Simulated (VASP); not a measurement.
# TiB (F-43m) in VASP: notebook, part 2 of 2

VASP 6.6.1. The steps go on from the part before.

## (3) Vibrations by perturbation theory, PBEsol

This run uses another cell than the first one, of 13.22 Å³/atom, 0.874 times its volume.

INCAR reads:

```
ALGO     = Normal         # electronic algorithm
EDIFF    = 1E-8           # SCF threshold, eV
ENCUT    = 520            # plane-wave cutoff, eV
GGA      = PS             # functional
IBRION   = 8              # ionic algorithm
ISIF     = 2              # what is computed and relaxed
ISMEAR   = -1             # smearing method
LASPH    = T              # aspherical terms in the spheres
LCHARG   = F              # write CHGCAR
LREAL    = F              # projectors in reciprocal space
LWAVE    = F              # write WAVECAR
NELM     = 60             # most SCF steps
NSW      = 1              # ionic steps
PREC     = Accurate       # precision mode
SIGMA    = 0.15           # smearing width, eV
```

KPOINTS reads:

```
k-points
0
Gamma
  16 16 16
```

POSCAR reads:

```
TiB
1.0
    0.0000000000      2.3645620094      2.3645620094
    2.3645620094      0.0000000000      2.3645620094
    2.3645620094      2.3645620094      0.0000000000
Ti B
1 1
Direct
    0.7500000000      0.7500000000      0.7500000000
    0.0000000000      0.0000000000      0.0000000000
```

Potentials or basis: VASP PAW PBE potentials, release 64 (Ti_sv, B).

Started as:

```
$ cat potpaw_PBE.64/Ti_sv/POTCAR potpaw_PBE.64/B/POTCAR > POTCAR
$ mpirun -np 1 vasp_std > vasp.out
```

OUTCAR:

```text
EDIFF = 1E-8
   ENCUT = 520
   GGA = PS
   IBRION = 8
   ISIF = 2
   ISMEAR = -1
   LASPH = T
   LREAL = F
   NELM = 60
   NSW = 1
   PREC = Accurate

 ion  position               nearest neighbor table
   1  0.750  0.750  0.750-   2 2.05   2 2.05   2 2.05   2 2.05
   2  0.000  0.000  0.000-   1 2.05   1 2.05   1 2.05   1 2.05

  LATTYP: Found a face centered cubic cell.
 ALAT       =     4.7291240188

  Lattice vectors:

 A1 = (   0.0000000000,   2.3645620094,   2.3645620094)
 A2 = (   2.3645620094,   0.0000000000,   2.3645620094)
 A3 = (   2.3645620094,   2.3645620094,   0.0000000000)

Analysis of symmetry for initial positions (statically):
=====================================================================
 Subroutine PRICEL returns:
 Original cell was already a primitive cell.

 Routine SETGRP: Setting up the symmetry group for a
 face centered cubic supercell.

 Subroutine GETGRP returns: Found 24 space group operations
 (whereof 24 operations were pure point group operations)
 out of a pool of 48 trial point group operations.

The static configuration has the point symmetry T_d .

Analysis of symmetry for dynamics (positions and initial velocities):
=====================================================================
 Subroutine PRICEL returns:
 Original cell was already a primitive cell.

 Routine SETGRP: Setting up the symmetry group for a
 face centered cubic supercell.

 Subroutine GETGRP returns: Found 24 space group operations
 (whereof 24 operations were pure point group operations)
 out of a pool of 48 trial point group operations.

The dynamic configuration has the point symmetry T_d .

 Subroutine INISYM returns: Found 24 space group operations
 (whereof 24 operations are pure point group operations),
[... 516 lines left out ...]

  FREE ENERGIE OF THE ION-ELECTRON SYSTEM (eV)
  ---------------------------------------------------
  free  energy   TOTEN  =       -13.7506061616 eV

  energy  without entropy=      -13.6376849054  energy(sigma->0) =      -13.69414553

[... ionic steps 2 to 3 ...]

--------------------------------------- Ionic step        4  -------------------------------------------

------------------------ aborting loop because EDIFF is reached ----------------------------------------

[... ionic steps 5 to 6 ...]

--------------------------------------- Ionic step        7  -------------------------------------------

 Free energy of the ion-electron system (eV)
  ---------------------------------------------------
  ---------------------------------------------------
  free energy    TOTEN  =        -0.04310237 eV

  energy without entropy =       -0.04310237

------------------------ aborting loop because EDIFF is reached ----------------------------------------

 INTERNAL STRAIN TENSOR  FOR ION    2  DIRECTION 1   (eV/Angst):
 -----------------------------------------------------------------------------
    -0.00279  0.00000 -0.00000
     0.00000 -0.00012-15.40516
     0.00000-15.40516 -0.00012

 INTERNAL STRAIN TENSOR FOR ION    2 for displacements in x,y,z  (eV/Angst):
          X           Y           Z          XY          YZ          ZX
  --------------------------------------------------------------------------------
  x    -0.00000     0.00000     0.00000     0.00000   -15.40516    -0.00000
  y     0.00000     0.00000     0.00000     0.00000     0.00000   -15.40516
  z     0.00000     0.00000    -0.00000   -15.40516     0.00000     0.00000

 SECOND DERIVATIVES (NOT SYMMETRIZED)
 ------------------------------------
               1X          1Y          1Z          2X          2Y          2Z
  1X   -11.985204    0.000000    0.000000   11.985204    0.000000    0.000000
  1Y     0.000000  -11.985204    0.000000    0.000000   11.985204    0.000000
  1Z     0.000000    0.000000  -11.985204    0.000000    0.000000   11.985204
  2X    11.989040    0.000000    0.000000  -11.989040    0.000000    0.000000
  2Y     0.000000   11.989040    0.000000    0.000000  -11.989040    0.000000
  2Z     0.000000    0.000000   11.989040    0.000000    0.000000  -11.989040

 Eigenvectors and eigenvalues of the dynamical matrix
 ----------------------------------------------------

   1 f  =   18.226609 THz   114.521164 2PiTHz  607.974246 cm-1    75.379166 meV
             X         Y         Z           dx          dy          dz
      3.546843  3.546843  3.546843     0.000000    0.429132    0.000000
      0.000000  0.000000  0.000000     0.000000   -0.903242    0.000000
[... 21 lines left out ...]
   6 f/i=    0.001130 THz     0.007102 2PiTHz    0.037705 cm-1     0.004675 meV
             X         Y         Z           dx          dy          dz
      3.546843  3.546843  3.546843     0.000000    0.000000    0.903242
      0.000000  0.000000  0.000000     0.000000    0.000000    0.429132

--------------------------------------------------------------------------------------------------------

 ELASTIC MODULI CONTR FROM IONIC RELAXATION (kBar)
 Direction    XX          YY          ZZ          XY          YZ          ZX
 --------------------------------------------------------------------------------
 XX          -0.0000      0.0000     -0.0000      0.0000     -0.0000     -0.0000
 YY           0.0000     -0.0000      0.0000      0.0000      0.0000      0.0000
 ZZ          -0.0000      0.0000     -0.0000     -0.0000     -0.0000      0.0000
 XY           0.0000      0.0000     -0.0000  -1236.3499      0.0000      0.0000
 YZ          -0.0000      0.0000     -0.0000      0.0000  -1236.3499     -0.0000
 ZX          -0.0000      0.0000      0.0000      0.0000     -0.0000  -1236.3499
 --------------------------------------------------------------------------------
```

Run time: 8.6 min. Hardware: 1 thread of Intel Xeon 6975P-C (Granite Rapids), shared host; peak memory 0.51 GiB.

Results:

```
Highest phonon frequency at Γ, LO-TO splitting left out : 608 cm⁻¹
```

Phonon frequencies in cm⁻¹ (negative: imaginary):
| q point | frequencies |
| --- | --- |
| (0.000, 0.000, 0.000) | 0 0 0 608 608 608 |

Caveat: the cell wasn't relaxed at this level first, which shifts response properties; the PAW data sets were made with another functional, which shifts forces and pressure a little.

## (4) Vibrations by perturbation theory, PBEsol

This run uses another cell than the first one, of 14.20 Å³/atom, 0.939 times its volume.

INCAR reads:

```
PREC     = Accurate       # precision mode
ENCUT    = 520            # plane-wave cutoff, eV
EDIFF    = 1E-8           # SCF threshold, eV
ISMEAR   = -1             # smearing method
SIGMA    = 0.15           # smearing width, eV
LREAL    = F              # projectors in reciprocal space
LASPH    = T              # aspherical terms in the spheres
NELM     = 80             # most SCF steps
ALGO     = Normal         # electronic algorithm
ISIF     = 2              # what is computed and relaxed
LWAVE    = F              # write WAVECAR
LCHARG   = T              # write CHGCAR
GGA      = PS             # functional
NBANDS   = 14             # bands
IBRION   = 8              # ionic algorithm
NSW      = 1              # ionic steps
```

KPOINTS reads:

```
regular mesh
0
Gamma
  16 16 16
```

POSCAR reads:

```
TiB
1.0
    0.0000000000      2.4215789374      2.4215789374
    2.4215789374      0.0000000000      2.4215789374
    2.4215789374      2.4215789374      0.0000000000
Ti B
1 1
Direct
    0.7500000000      0.7500000000      0.7500000000
    0.0000000000      0.0000000000      0.0000000000
```

Potentials or basis: VASP PAW PBE potentials, release 64 (Ti_sv, B).

Started as:

```
$ cat potpaw_PBE.64/Ti_sv/POTCAR potpaw_PBE.64/B/POTCAR > POTCAR
$ mpirun -np 1 vasp_std > vasp.out
```

OUTCAR:

```text
PREC = Accurate
   ENCUT = 520
   EDIFF = 1E-8
   ISMEAR = -1
   LREAL = F
   LASPH = T
   NELM = 80
   ISIF = 2
   GGA = PS
   IBRION = 8
   NSW = 1

 ion  position               nearest neighbor table
   1  0.750  0.750  0.750-   2 2.10   2 2.10   2 2.10   2 2.10
   2  0.000  0.000  0.000-   1 2.10   1 2.10   1 2.10   1 2.10

  LATTYP: Found a face centered cubic cell.
 ALAT       =     4.8431578748

  Lattice vectors:

[... 663 lines left out ...]
               1X          1Y          1Z          2X          2Y          2Z
  1X   -10.218648    0.000000    0.000000   10.218648    0.000000    0.000000
  1Y     0.000000  -10.218648    0.000000    0.000000   10.218648    0.000000
  1Z     0.000000    0.000000  -10.218648    0.000000    0.000000   10.218648
  2X    10.231903    0.000000    0.000000  -10.231903    0.000000    0.000000
  2Y     0.000000   10.231903    0.000000    0.000000  -10.231903    0.000000
  2Z     0.000000    0.000000   10.231903    0.000000    0.000000  -10.231903

 Eigenvectors and eigenvalues of the dynamical matrix
 ----------------------------------------------------

   1 f  =   16.836541 THz   105.787109 2PiTHz  561.606565 cm-1    69.630308 meV
             X         Y         Z           dx          dy          dz
      3.632368  3.632368  3.632368     0.000000    0.428961    0.000000
      0.000000  0.000000  0.000000    -0.000000   -0.903323    0.000000
[... 21 lines left out ...]
   6 f/i=    0.004229 THz     0.026569 2PiTHz    0.141050 cm-1     0.017488 meV
             X         Y         Z           dx          dy          dz
      3.632368  3.632368  3.632368     0.206205   -0.698972   -0.533770
      0.000000  0.000000  0.000000     0.097920   -0.331921   -0.253471

--------------------------------------------------------------------------------------------------------

 ELASTIC MODULI CONTR FROM IONIC RELAXATION (kBar)
 Direction    XX          YY          ZZ          XY          YZ          ZX
 --------------------------------------------------------------------------------
 XX          -0.0000      0.0000      0.0000      0.0000     -0.0000      0.0000
 YY           0.0000     -0.0000     -0.0000      0.0000      0.0000      0.0000
 ZZ           0.0000     -0.0000     -0.0000     -0.0000      0.0000      0.0000
 XY           0.0000      0.0000     -0.0000   -927.1259     -0.0000      0.0000
 YZ          -0.0000      0.0000      0.0000     -0.0000   -927.1259     -0.0000
 ZX           0.0000      0.0000      0.0000      0.0000     -0.0000   -927.1259
 --------------------------------------------------------------------------------
```

It took 21 min on 1 thread of AMD EPYC 7R43 (Zen 3), shared host; peak memory 0.57 GiB.

What came out:

```
Highest phonon frequency at Γ, LO-TO splitting left out : 562 cm⁻¹
```

Phonon frequencies in cm⁻¹ (negative: imaginary):
```tsv
q point	frequencies
(0.000, 0.000, 0.000)	0 0 0 562 562 562
```

Caveat: the cell wasn't relaxed at this level first, which shifts response properties; the PAW data sets were made with another functional, which shifts forces and pressure a little.
